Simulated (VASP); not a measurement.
# Rh (P6_3/mmc) in VASP: further runs

Aim: see how the results for Rh move with the level of theory and the settings. Levels: PBEsol+D3(BJ), LDA. Tasks: single point.

Program: VASP 6.6.1. These are calculated values, not measurements. Logs are shortened: lines on timing, memory, paths and dates and some standing lists are left out, and cuts for length are marked.

## Step 1: The cell of the first run

Symmetry: P6_3/mmc, No. 194, hexagonal system. The conventional cell has a = 2.654 Å, b = 2.654 Å, c = 8.645 Å, α = 90.00°, β = 90.00°, γ = 120.00°. Within 3.5 Å of Rh (site symmetry -3m) lie 12 Rh at 2.65 Å. Within 3.5 Å of Rh (site symmetry -6m2) lie 12 Rh at 2.65 Å.

## Step 2: Single point, PBEsol+D3(BJ)

Input file INCAR:

```
SYSTEM = Rh
PREC = Accurate ; ENCUT = 520
EDIFF = 1E-6 ; ISMEAR = 1
SIGMA = 0.1 ; LREAL = .False.
LASPH = .True. ; NELM = 100
ALGO = Normal ; ISIF = 2
LWAVE = .False. ; LCHARG = .False.
GGA = PS ; IVDW = 12
NBANDS = 38
```

Input file KPOINTS:

```
regular mesh
0
Gamma
  9 9 3
  0 0 0
```

Input file POSCAR:

```
Rh
1.0
    2.6543259673      0.0000000000      0.0000000000
   -1.3271629837      2.2987137176      0.0000000000
    0.0000000000      0.0000000000      8.6447437589
Rh
4
Direct
    0.0000000000      0.0000000000      0.0000000000
    0.3333333333      0.6666666667      0.2500000000
    0.0000000000      0.0000000000      0.5000000000
    0.6666666667      0.3333333333      0.7500000000
```

Potentials or basis: VASP PAW PBE potentials, release 64 (Rh_pv).

On the command line:

```sh
> cat potpaw_PBE.64/Rh_pv/POTCAR > POTCAR
> mpirun -np 1 vasp_std > vasp.out
```

OUTCAR:

```text
SYSTEM = Rh
   PREC = Accurate
   ENCUT = 520
   EDIFF = 1E-6
   ISMEAR = 1
   LREAL = .False.
   LASPH = .True.
   NELM = 100
   ISIF = 2
   GGA = PS
   IVDW = 12
 IVDW          = 12

 ion  position               nearest neighbor table
   1  0.000  0.000  0.000-   2 2.65   4 2.65   4 2.65   2 2.65   4 2.65   2 2.65
   2  0.333  0.667  0.250-   1 2.65   3 2.65   1 2.65   3 2.65   1 2.65   3 2.65
   3  0.000  0.000  0.500-   2 2.65   4 2.65   4 2.65   2 2.65   4 2.65   2 2.65
   4  0.667  0.333  0.750-   1 2.65   3 2.65   1 2.65   3 2.65   1 2.65   3 2.65

  LATTYP: Found a hexagonal cell.
 ALAT       =     2.6543259673
 C/A-ratio  =     3.2568508410

  Lattice vectors:

 A1 = (   2.6543259673,   0.0000000000,   0.0000000000)
 A2 = (  -1.3271629837,   2.2987137176,   0.0000000000)
 A3 = (   0.0000000000,   0.0000000000,   8.6447437589)

Analysis of symmetry for initial positions (statically):
=====================================================================
 Subroutine PRICEL returns:
 Original cell was already a primitive cell.

 Routine SETGRP: Setting up the symmetry group for a
 hexagonal supercell.

 Subroutine GETGRP returns: Found 24 space group operations
 (whereof 12 operations were pure point group operations)
 out of a pool of 24 trial point group operations.

The static configuration has the point symmetry D_3d.
 The point group associated with its full space group is D_6h.

Analysis of symmetry for dynamics (positions and initial velocities):
=====================================================================
 Subroutine PRICEL returns:
 Original cell was already a primitive cell.

 Routine SETGRP: Setting up the symmetry group for a
 hexagonal supercell.

 Subroutine GETGRP returns: Found 24 space group operations
 (whereof 12 operations were pure point group operations)
 out of a pool of 24 trial point group operations.

The dynamic configuration has the point symmetry D_3d.
 The point group associated with its full space group is D_6h.

 Subroutine INISYM returns: Found 24 space group operations
 (whereof 12 operations are pure point group operations),
 and found     1 'primitive' translations

----------------------------------------------------------------------------------------

                                     Primitive cell

  volume of cell :      52.7462

  direct lattice vectors                    reciprocal lattice vectors
     2.654325967  0.000000000  0.000000000     0.376743479  0.217512949  0.000000000
    -1.327162984  2.298713718  0.000000000     0.000000000  0.435025898  0.000000000
[... 92 lines left out ...]
   IBRION =     -1    ionic relax: 0-MD 1-quasi-New 2-CG
   NFREE  =      0    steps in history (QN), initial steepest desc. (CG)
   ISIF   =      2    stress and relaxation
   ISYM   =      2    0-nonsym 1-usesym 2-fastsym
   POTIM  = 0.5000    time-step for ionic-motion
   TEBEG  =    0.0;   TEEND  =   0.0 temperature during run
   PSTRESS=    0.0 pullay stress
   NELECT =      60.0000    total number of electrons
   NUPDOWN=      -1.0000    fix difference up-down
   EMIN   =  10.00;   EMAX   =-10.00  energy-range for DOS
   EFERMI =   0.00;   METHOD = LEGACY
   ISMEAR =     1;   SIGMA  =   0.10  broadening in eV -4-tet -1-fermi 0-gaus
   EFERMI_NEDOS =   21; number of points for ismear=-14 and -15
   IALGO  =     38    algorithm
   IMIX   =      4    mixing-type and parameters
     AMIX     =   0.40;   BMIX     =  1.00
     AMIX_MAG =   1.60;   BMIX_MAG =  1.00
  volume/ion in A,a.u.               =      13.19        88.99
  Fermi-wavevector in a.u.,A,eV,Ry     =   1.708945  3.229438 39.735733  2.920494
  Thomas-Fermi vector in A             =   2.787520
   LORBIT       =      0    0 simple, 1 ext, 2 COOP (PROOUT), +10 PAW based schemes
   GGA     = PS    functional components
   LHFCALC =     F    Hartree Fock is set to
   AEXX    =    0.0000 exact exchange contribution
   IVDW    =    12    specifies the selected vdW correction
   LEPSILON=     F    determine dielectric tensor
   LRPA    =     F    only Hartree local field effects (RPA)
 non-spin polarized calculation
 Methfessel and Paxton  Order N= 1 SIGMA  =   0.10
  energy-cutoff  :      520.00
  volume of cell :       52.75
 maximum number of plane-waves:      1455
 NGX is ok and might be reduce to    20
   NGX =  9   NGY =  9   NGZ = 33

 number of electron      60.0000021 magnetization

 Free energy of the ion-electron system (eV)
  ---------------------------------------------------
  ext. energy  EPLUGINS =         0.00000000
  ---------------------------------------------------
  free energy    TOTEN  =       -32.46118205 eV

  energy without entropy =      -32.45847936  energy(sigma->0) =      -32.46028115

 E-fermi :  12.5511     XC(G=0): -14.4887

 val. band max:       12.5258119143   @ k =   0.3333   0.0000   0.3333
 cond. band min:      12.5564715466   @ k =   0.2222   0.0000   0.3333
 fundamental gap:      0.0306596324
 Fermi energy:        12.5510886692

 k-point     1 :       0.0000    0.0000    0.0000
  band No.  band energies     occupation
      1     -34.7225      2.00000
      2     -34.3033      2.00000
      3     -34.3030      2.00000
      4     -33.9819      2.00000
      5     -33.9819      2.00000
      6     -33.9335      2.00000
[... 973 lines left out ...]
     37      20.8035      0.00000
     38      20.8035      0.00000

------------------------ aborting loop because EDIFF is reached ----------------------------------------

 Edisp (eV)   -2.53753

 E8    (eV) :    -1.7093

  FORCE on cell =-STRESS in cart. coord.  units (eV):
  Direction    XX          YY          ZZ          XY          YZ          ZX
  --------------------------------------------------------------------------------------
  -------------------------------------------------------------------------------------
  Total      -0.02713    -0.02713     0.00801     0.00000    -0.00000     0.00000
  in kB      -0.82418    -0.82418     0.24321     0.00000    -0.00000     0.00000
  external pressure =       -0.47 kB  Pullay stress =        0.00 kB

 VOLUME and BASIS-vectors are now :
 -----------------------------------------------------------------------------
  energy-cutoff  :      520.00
  volume of cell :       52.75
      direct lattice vectors                 reciprocal lattice vectors
     2.654325967  0.000000000  0.000000000     0.376743479  0.217512949  0.000000000
    -1.327162984  2.298713718  0.000000000     0.000000000  0.435025898  0.000000000
     0.000000000  0.000000000  8.644743759     0.000000000  0.000000000  0.115677229

 POSITION                                       TOTAL-FORCE (eV/Angst)
 -----------------------------------------------------------------------------------
      0.00000      0.00000      0.00000         0.000000      0.000000     -0.000000
     -0.00000      1.53248      2.16119        -0.000000     -0.000000      0.000000
      0.00000      0.00000      4.32237         0.000000      0.000000     -0.000000
      1.32716      0.76624      6.48356         0.000000      0.000000     -0.000000
 -----------------------------------------------------------------------------------
    total drift:                                0.000000     -0.000000      0.000000

  FREE ENERGIE OF THE ION-ELECTRON SYSTEM (eV)
  ---------------------------------------------------
  free  energy   TOTEN  =       -34.9987131442 eV

  energy  without entropy=      -34.9960104467  energy(sigma->0) =      -34.99781225
```

It took 17 s on 1 thread of Intel Xeon 6975P-C (Granite Rapids), shared host; peak memory 0.19 GiB.

Results:

```yaml
Free_energy: -34.9987 eV
Pressure: 0.0 GPa
Band_gap_on_the_k_mesh: zero (band 30 reaches 13.18 eV, above the bottom of band 31 at 11.46 eV)
Dispersion_energy_per_atom: -0.634 eV
```

Caveat: the PAW data sets were made with another functional, which shifts forces and pressure a little; pairwise dispersion overbinds metals, which lowers pressure and volume.

## Step 3: Single point, LDA

This run uses another cell than the first one, of 13.24 Å³/atom, 1.004 times its volume.

Input file INCAR:

```
  ALGO = Normal
  EDIFF = 1E-7
  ENCUT = 520
  GGA = CA
  ISIF = 2
  ISMEAR = 1
  LASPH = T
  LCHARG = F
  LREAL = F
  LWAVE = F
  NBANDS = 38
  NELM = 100
  PREC = Accurate
  SIGMA = 0.1
```

Input file KPOINTS:

```
k-points
0
Gamma
  9 9 3
```

Input file POSCAR:

```
Rh
1.0
    2.6578491983      0.0000000000      0.0000000000
   -1.3289245992      2.3017649252      0.0000000000
    0.0000000000      0.0000000000      8.6552327355
Rh
4
Direct
    0.0000000000      0.0000000000      0.0000000000
    0.3333333333      0.6666666667      0.2500000000
    0.0000000000      0.0000000000      0.5000000000
    0.6666666667      0.3333333333      0.7500000000
```

Potentials or basis: VASP PAW LDA potentials, release 64 (Rh_pv).

On the command line:

```sh
> cat potpaw_LDA.64/Rh_pv/POTCAR > POTCAR
> mpirun -np 1 vasp_std > vasp.out
```

Run time: 15 s. Hardware: 1 thread of Intel Xeon 6975P-C (Granite Rapids), shared host; peak memory 0.16 GiB.

The run converged. Its results:

| Quantity | Value |
| --- | --- |
| Free energy | -34.6752 eV |
| Pressure | 0.9 GPa |
| Band gap on the k mesh | zero (band 30 reaches 13.06 eV, above the bottom of band 31 at 11.34 eV) |

Stress tensor (GPa, compression positive):
```
0.90 0.00 0.00
0.00 0.90 0.00
0.00 0.00 1.01
```

Levels at points of the mesh, in eV from the Fermi level:
```csv
k point,band 27,band 28,band 29,band 30,band 31,band 32,band 33,band 34
"(0.00, 0.00, 0.00)",-2.80,-1.54,-1.54,-0.91,-0.91,-0.36,-0.36,0.47
```
